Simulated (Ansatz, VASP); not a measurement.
## Cd3SeS2: VASP beside Ansatz

The input INCAR:

```
SYSTEM = Cd3SeS2
PREC = Accurate
ENCUT = 520
EDIFF = 1E-7
ISMEAR = 0
SIGMA = 0.1
LREAL = .FALSE.
LASPH = .TRUE.
NELM = 80
ALGO = Normal
ISIF = 2
LWAVE = .FALSE.
LCHARG = .FALSE.
GGA = PE
NBANDS = 66
```

File KPOINTS:

```
regular mesh
0
G
  2 2 2
  0 0 0
```

File POSCAR:

```
Cd3SeS2
1.0
    0.0000000000      0.0000000000     -6.9342861867
    0.0000000000      7.3731037328      0.0000000000
    6.3875253713     -3.6865518664      0.0000000000
Cd Se S
6 2 4
Direct
    0.8703721061      0.1665025558      0.6563495737
    0.3703721061      0.8334974442      0.3436504263
    0.3861316094      0.1771061653      0.0000000000
    0.8861316094      0.8228938347      1.0000000000
    0.8703721061      0.5101529821      0.3436504263
    0.3703721061      0.4898470179      0.6563495737
    0.9997496890      0.1699145129      0.0000000000
    0.4997496890      0.8300854871      0.0000000000
    0.4991872447      0.1667300432      0.6632308766
    0.9991872447      0.8332699568      0.3367691234
    0.4991872447      0.5034991666      0.3367691234
    0.9991872447      0.4965008334      0.6632308766
```

Input for Ansatz:

```yaml
crystal:
  lattice:
    - [0.0, 0.0, -6.9342861867]
    - [0.0, 7.3731037328, 0.0]
    - [6.3875253713, -3.6865518664, 0.0]
  atoms:
    - { symbol: Cd, position: [0.8703721061, 0.1665025558, 0.6563495737] }
    - { symbol: Cd, position: [0.3703721061, 0.8334974442, 0.3436504263] }
    - { symbol: Cd, position: [0.3861316094, 0.1771061653, 0.0] }
    - { symbol: Cd, position: [0.8861316094, 0.8228938347, 1.0] }
    - { symbol: Cd, position: [0.8703721061, 0.5101529821, 0.3436504263] }
    - { symbol: Cd, position: [0.3703721061, 0.4898470179, 0.6563495737] }
    - { symbol: Se, position: [0.999749689, 0.1699145129, 0.0] }
    - { symbol: Se, position: [0.499749689, 0.8300854871, 0.0] }
    - { symbol: S, position: [0.4991872447, 0.1667300432, 0.6632308766] }
    - { symbol: S, position: [0.9991872447, 0.8332699568, 0.3367691234] }
    - { symbol: S, position: [0.4991872447, 0.5034991666, 0.3367691234] }
    - { symbol: S, position: [0.9991872447, 0.4965008334, 0.6632308766] }
basis:
  ecutwfc: 420
kpoints:
  mp_grid: { grid: [2, 2, 2] }
hamiltonian:
  xc: pbe
scf:
  occupations: { method: gaussian, width: 0.1 }
  lower_state_search: "off"
output:
  forces: true
  stress: true
  eigenvalues: true
```

Alike in both runs: task single point; functional PBE; k mesh 2 × 2 × 2; occupations gaussian, width 0.1 eV; no spin polarisation.

|  | VASP | Ansatz |
| --- | --- | --- |
| version | VASP 6.6.1 | Ansatz 0.2.0 |
| potentials or method | VASP PAW PBE potentials, release 64 (Cd, Se, S), cutoff 520 eV | scalar-relativistic, plane waves, PAW |
| valence electrons in the cell | 108 | 176 |

|  | VASP | Ansatz | Ansatz less VASP |
| --- | --- | --- | --- |
| gap on the k mesh at the Fermi level (eV) | 0.91 | 0.91 | 0.000 |
| least direct gap on the mesh (eV) | 0.91 | 0.91 | 0.000 |
| pressure (GPa) | 0.2 | 0.0 | -0.28 |
| traceless stress, the component that is largest in VASP (GPa) | -0.07 | -0.07 | 0.000 |
| rms of the force components (eV/Å) | 0.003 | 0.003 | -0.0003 |

Atom by atom the forces differ by 0.001 eV/Å (rms over components). VASP's potentials hold 108 valence electrons a cell and Ansatz's 176, so a difference there can come from the potentials and not from the codes.

The k mesh is coarse, so the values compare programs but aren't converged.
